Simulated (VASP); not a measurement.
# BP (I-4m2) in VASP: a series of runs, part 2 of 2

VASP 6.6.1.

**5. Single point, PBE (12.70 Å³/atom)**

This run uses another cell than the first one, of 12.70 Å³/atom.

The input, INCAR:

```
  ALGO = Normal
  EDIFF = 1E-7
  ENCUT = 520
  GGA = PE
  ISIF = 2
  ISMEAR = 0
  LASPH = T
  LCHARG = F
  LREAL = F
  LWAVE = F
  NBANDS = 11
  NELM = 60
  PREC = Accurate
  SIGMA = 0.05
```

The input, KPOINTS:

```
k-points
0
Gamma
  12 12 12
```

The input, POSCAR:

```
BP
1.0
    0.0000000000      2.2715332120      2.3647024901
    2.3647024901      0.0000000000      2.3647024901
    2.3647024901      2.2715332120      0.0000000000
B P
1 1
Direct
    0.0000000000      0.0000000000      0.0000000000
    0.7500000000      0.7500000000      0.7500000000
```

Potentials or basis: VASP PAW PBE potentials, release 64 (B, P).

The run is started by

```console
$ cat potpaw_PBE.64/B/POTCAR potpaw_PBE.64/P/POTCAR > POTCAR
$ mpirun -np 1 vasp_std > vasp.out
```

OUTCAR:

```text
EDIFF = 1E-7
   ENCUT = 520
   GGA = PE
   ISIF = 2
   ISMEAR = 0
   LASPH = T
   LREAL = F
   NELM = 60
   PREC = Accurate

 ion  position               nearest neighbor table
   1  0.000  0.000  0.000-   2 2.02   2 2.02   2 2.02   2 2.02
   2  0.750  0.750  0.750-   1 2.02   1 2.02   1 2.02   1 2.02

  LATTYP: Found a body centered tetragonal cell.
 ALAT       =     3.3441943325
 C/A-ratio  =     1.3584935480

  Lattice vectors:

 A1 = (   0.0000000000,  -2.2715332120,   2.3647024901)
 A2 = (   0.0000000000,  -2.2715332120,  -2.3647024901)
 A3 = (   2.3647024901,   2.2715332120,   0.0000000000)

Analysis of symmetry for initial positions (statically):
=====================================================================
 Subroutine PRICEL returns:
 Original cell was already a primitive cell.

 Routine SETGRP: Setting up the symmetry group for a
 body centered tetragonal supercell.

 Subroutine GETGRP returns: Found  8 space group operations
 (whereof  8 operations were pure point group operations)
 out of a pool of 16 trial point group operations.

The static configuration has the point symmetry D_2d.

Analysis of symmetry for dynamics (positions and initial velocities):
=====================================================================
 Subroutine PRICEL returns:
 Original cell was already a primitive cell.

 Routine SETGRP: Setting up the symmetry group for a
 body centered tetragonal supercell.

 Subroutine GETGRP returns: Found  8 space group operations
 (whereof  8 operations were pure point group operations)
 out of a pool of 16 trial point group operations.

The dynamic configuration has the point symmetry D_2d.

 Subroutine INISYM returns: Found  8 space group operations
 (whereof  8 operations are pure point group operations),
 and found     1 'primitive' translations

----------------------------------------------------------------------------------------

                                     Primitive cell

  volume of cell :      25.4040

  direct lattice vectors                    reciprocal lattice vectors
     0.000000000  2.271533212  2.364702490    -0.211443089  0.220115646  0.211443089
     2.364702490  0.000000000  2.364702490     0.211443089 -0.220115646  0.211443089
     2.364702490  2.271533212  0.000000000     0.211443089  0.220115646 -0.211443089

  length of vectors
     3.278975602  3.344194332  3.278975602     0.371304804  0.371304804  0.371304804

  position of ions in fractional coordinates (direct lattice)
     0.000000000  0.000000000  0.000000000
     0.750000000  0.750000000  0.750000000

  ion indices of the primitive-cell ions
   primitive index   ion index
                 1           1
                 2           2

----------------------------------------------------------------------------------------

 KPOINTS: k-points

Automatic generation of k-mesh.
 Grid dimensions read from file:
 generate k-points for:   12   12   12

 Generating k-lattice:

  Cartesian coordinates                     Fractional coordinates (reciprocal lattice)
    -0.017620257  0.018342970  0.017620257     0.083333333  0.000000000  0.000000000
     0.017620257 -0.018342970  0.017620257     0.000000000  0.083333333  0.000000000
     0.017620257  0.018342970 -0.017620257     0.000000000  0.000000000  0.083333333

  Length of vectors
     0.030942067  0.030942067  0.030942067

  Shift w.r.t. Gamma in fractional coordinates (k-lattice)
     0.000000000  0.000000000  0.000000000

 Subroutine IBZKPT returns following result:
 ===========================================

 Found    163 irreducible k-points:

 Following reciprocal coordinates:
            Coordinates               Weight
  0.000000  0.000000  0.000000      1.000000
  0.083333  0.000000  0.000000      8.000000
  0.166667  0.000000  0.000000      8.000000
  0.250000  0.000000  0.000000      8.000000
  0.333333  0.000000  0.000000      8.000000
  0.416667  0.000000  0.000000      8.000000
[... 16 lines left out ...]
  0.500000  0.166667  0.000000     16.000000
 -0.416667  0.166667 -0.000000     16.000000
 [... further k-points ...]
   k-points           NKPTS =    163   k-points in BZ     NKDIM =    163   number of bands    NBANDS=     11
   number of dos      NEDOS =    301   number of ions     NIONS =      2
   total plane-waves  NPLWV =  16128
   dimension x,y,z NGX =    24 NGY =   28 NGZ =   24
   dimension x,y,z NGXF=    48 NGYF=   56 NGZF=   48
   ions per type =               1   1
   NGX,Y,Z   is equivalent  to a cutoff of  12.17, 13.92, 12.17 a.u.
   NGXF,Y,Z  is equivalent  to a cutoff of  24.34, 27.84, 24.34 a.u.
 SYSTEM =  unknown system
   PREC   = accura    normal or accurate (medium, high low for compatibility)
   ISTART =      0    job   : 0-new  1-cont  2-samecut
   ICHARG =      2    charge: 1-file 2-atom 10-const
   ISPIN  =      1    spin polarized calculation?
   LNONCOLLINEAR =      F non collinear calculations
   LSORBIT =      F    spin-orbit coupling
   LASPH  =      T    aspherical Exc in radial PAW
   ENCUT  =  520.0 eV  38.22 Ry    6.18 a.u.   6.10  6.22  6.10*2*pi/ulx,y,z
   NELM   =     60;   NELMIN=  2; NELMDL= -5     # of ELM steps
   EDIFF  = 0.1E-06   stopping-criterion for ELM
   LREAL  =      F    real-space projection
   EDIFFG = 0.1E-05   stopping-criterion for IOM
   NSW    =      0    number of steps for IOM
   IBRION =     -1    ionic relax: 0-MD 1-quasi-New 2-CG
   NFREE  =      0    steps in history (QN), initial steepest desc. (CG)
   ISIF   =      2    stress and relaxation
   ISYM   =      2    0-nonsym 1-usesym 2-fastsym
   POTIM  = 0.5000    time-step for ionic-motion
   TEBEG  =    0.0;   TEEND  =   0.0 temperature during run
   PSTRESS=    0.0 pullay stress
   NELECT =       8.0000    total number of electrons
   NUPDOWN=      -1.0000    fix difference up-down
   EMIN   =  10.00;   EMAX   =-10.00  energy-range for DOS
   EFERMI =   0.00;   METHOD = LEGACY
   ISMEAR =     0;   SIGMA  =   0.05  broadening in eV -4-tet -1-fermi 0-gaus
   EFERMI_NEDOS =   21; number of points for ismear=-14 and -15
   IALGO  =     38    algorithm
   IMIX   =      4    mixing-type and parameters
     AMIX     =   0.40;   BMIX     =  1.00
     AMIX_MAG =   1.60;   BMIX_MAG =  1.00
  volume/ion in A,a.u.               =      12.70        85.72
  Fermi-wavevector in a.u.,A,eV,Ry     =   1.113792  2.104762 16.878473  1.240533
  Thomas-Fermi vector in A             =   2.250381
   LORBIT       =      0    0 simple, 1 ext, 2 COOP (PROOUT), +10 PAW based schemes
   GGA     = PE    functional components
   LHFCALC =     F    Hartree Fock is set to
   AEXX    =    0.0000 exact exchange contribution
   IVDW    =     0    specifies the selected vdW correction
   LEPSILON=     F    determine dielectric tensor
   LRPA    =     F    only Hartree local field effects (RPA)
 non-spin polarized calculation
 Gauss-broadening in eV      SIGMA  =   0.05
  energy-cutoff  :      520.00
  volume of cell :       25.40
 maximum number of plane-waves:       700
   NGX = 13   NGY = 13   NGZ = 13

 number of electron       7.9999999 magnetization

 Free energy of the ion-electron system (eV)
  ---------------------------------------------------
  ext. energy  EPLUGINS =         0.00000000
  ---------------------------------------------------
  free energy    TOTEN  =       -12.84215004 eV

  energy without entropy =      -12.84215004  energy(sigma->0) =      -12.84215004

 E-fermi :   6.9463     XC(G=0): -10.5519

 val. band max:        6.7121594016   @ k =   0.0000   0.0000   0.0000
 cond. band min:       7.4947665958   @ k =   0.4167   0.0000   0.4167
 fundamental gap:      0.7826071942
 Fermi energy:         6.9463201612

 k-point     1 :       0.0000    0.0000    0.0000
  band No.  band energies     occupation
      1      -8.2604      2.00000
      2       6.3529      2.00000
      3       6.3529      2.00000
      4       6.7122      2.00000
      5       9.6153      0.00000
      6       9.8492      0.00000
      7       9.8492      0.00000
      8      12.5849      0.00000
      9      17.4528      0.00000
     10      17.8822      0.00000
     11      18.8147      0.00000
[... 309 lines left out ...]
 k-point    24 :      -0.4167    0.1667   -0.0000
  band No.  band energies     occupation
      1      -4.9332      2.00000
      2      -1.5959      2.00000
      3       2.6674      2.00000
      4       4.4469      2.00000
      5      10.0879      0.00000
      6      11.9861      0.00000
      7      12.7030      0.00000
      8      16.3661      0.00000
      9      17.9066      0.00000
     10      19.0102      0.00000
     11      21.8719      0.00000

 [... further k-points ...]
[... 5 lines left out ...]
  --------------------------------------------------------------------------------------
  -------------------------------------------------------------------------------------
  Total       -2.2322014     -0.7291761     -2.2322014      0.0000000     -0.0000000      0.0000000
  in kB     -140.7802913    -45.9876153   -140.7802913      0.0000000     -0.0000000      0.0000000
  external PRESSURE =    -109.1827326 kB  Pullay stress =       0.0000000 kB

 VOLUME and BASIS-vectors are now :
 -----------------------------------------------------------------------------
  energy-cutoff  :      520.00
  volume of cell :       25.40
      direct lattice vectors                 reciprocal lattice vectors
     0.000000000  2.271533212  2.364702490    -0.211443089  0.220115646  0.211443089
     2.364702490  0.000000000  2.364702490     0.211443089 -0.220115646  0.211443089
     2.364702490  2.271533212  0.000000000     0.211443089  0.220115646 -0.211443089

 POSITION                                       TOTAL-FORCE (eV/Angst)
 -----------------------------------------------------------------------------------
      0.00000      0.00000      0.00000         0.000000      0.000000      0.000000
      3.54705      3.40730      3.54705        -0.000000     -0.000000     -0.000000
 -----------------------------------------------------------------------------------
    total drift:                                0.000000     -0.000000      0.000000

  FREE ENERGIE OF THE ION-ELECTRON SYSTEM (eV)
  ---------------------------------------------------
  free  energy   TOTEN  =       -12.8421500363 eV

  energy  without entropy=      -12.8421500363  energy(sigma->0) =      -12.84215004
```

stdout:

```text
POSCAR found type information on POSCAR B P
 POSCAR found :  2 types and       2 ions
 scaLAPACK will be used
 LDA part: xc-table for (Slater+PW92), standard interpolation
 POSCAR, INCAR and KPOINTS ok, starting setup
 FFT: planning ... GRIDC
 FFT: planning ... GRID_SOFT
 FFT: planning ... GRID
 WAVECAR not read
 entering main loop
```

Wall time 13 s (1 thread of Intel Xeon 6975P-C (Granite Rapids), shared host); peak memory 0.16 GiB.

Results:

| Item | Value |
| --- | --- |
| Free energy | -12.8422 eV |
| Pressure | -10.9 GPa |
| Band gap on the k mesh | 0.78 eV (least direct gap 2.90 eV) |

Caveat: the stress differs along the axes, from -14 to -5 GPa; semilocal functionals underestimate gaps, and a narrow one can read as zero. A k mesh can miss the band edges.

**6. Single point, PBE (12.70 Å³/atom)**

This run uses another cell than the first one, of 12.70 Å³/atom.

The input, INCAR:

```
  ALGO = Normal
  EDIFF = 1E-6
  ENCUT = 520
  GGA = PE
  ISIF = 2
  ISMEAR = 0
  LASPH = True
  LCHARG = False
  LREAL = False
  LWAVE = False
  NBANDS = 11
  NELM = 80
  PREC = Accurate
  SIGMA = 0.05
```

KPOINTS is that of step 5.

The input, POSCAR:

```
BP
1.0
    0.0000000000      2.1529991964      2.4289250862
    2.4289250862      0.0000000000      2.4289250862
    2.4289250862      2.1529991964      0.0000000000
B P
1 1
Direct
    0.0000000000      0.0000000000      0.0000000000
    0.7500000000      0.7500000000      0.7500000000
```

Potentials or basis: VASP PAW PBE potentials, release 64 (B, P).

The run is started by

```console
$ cat potpaw_PBE.64/B/POTCAR potpaw_PBE.64/P/POTCAR > POTCAR
$ mpirun -np 1 vasp_std > vasp.out
```

Run time: 12 s. Hardware: 1 thread of Intel Xeon 6975P-C (Granite Rapids), shared host; peak memory 0.16 GiB.

The run converged. Its results:

```
Free energy            : -12.6918 eV
Pressure               : -11.0 GPa
Band gap on the k mesh : zero (bands 4 and 5 overlap by 0.29 eV)
```

Stress tensor (GPa, compression positive):
```
-19.42   0.00   0.00
  0.00   5.71   0.00
  0.00   0.00 -19.42
```

Levels at points of the mesh, in eV from the Fermi level:
```
           k point  band 2  band 3  band 4  band 5  band 6  band 7
(0.00, 0.00, 0.00)   -0.70   -0.70    0.29    2.52    3.24    3.24
(0.50, 0.00, 0.00)   -8.81   -2.66   -1.40    2.26    3.78    5.46
(0.50, 0.50, 0.00)   -8.85   -3.83   -3.64    1.62    1.92    9.67
(0.50, 0.00, 0.50)   -7.83   -4.90   -4.90    0.28    0.40   10.93
```

Caveat: the stress differs along the axes, from -19 to 6 GPa; semilocal functionals underestimate gaps, and a narrow one can read as zero.

**7. Overview**

| cell | gap on the mesh (eV) | pressure (GPa) |
| --- | --- | --- |
| a = 3.219, b = 3.406 Å, angles 58.1, 63.9, 58.1°, 2 atoms | none | -8.0 |
| a = 3.322, b = 3.186 Å, angles 61.3, 57.3, 61.3°, 2 atoms | 0.73 | -7.8 |
| a = 3.379, b = 3.170 Å, angles 62.0, 55.9, 62.0°, 2 atoms | 0.47 | -10.9 |
| a = 3.279, b = 3.344 Å, angles 59.3, 61.3, 59.3°, 2 atoms | 0.78 | -10.9 |
| a = 3.246, b = 3.435 Å, angles 58.1, 63.9, 58.1°, 2 atoms | none | -11.0 |

Alike in all rows: task single point; level PBE; potentials or basis VASP PAW PBE potentials, release 64 (B, P); no spin polarisation; k mesh 12 × 12 × 12; cutoff (eV) 520; smearing gaussian 0.05 eV.

Caveats: semilocal functionals underestimate gaps, and a narrow one can read as zero; the stress differs along the axes, from -17 to 9 GPa (at least some runs); the stress differs along the axes, from -23 to -0 GPa (at least some runs); the stress differs along the axes, from -34 to 1 GPa (at least some runs); the stress differs along the axes, from -14 to -5 GPa (at least some runs); the stress differs along the axes, from -19 to 6 GPa (at least some runs).

Total energies depend on the potentials used, so only differences within one code and one set of settings carry meaning.

The gap in the log of VASP goes by the Fermi energy; the results here count the filled bands.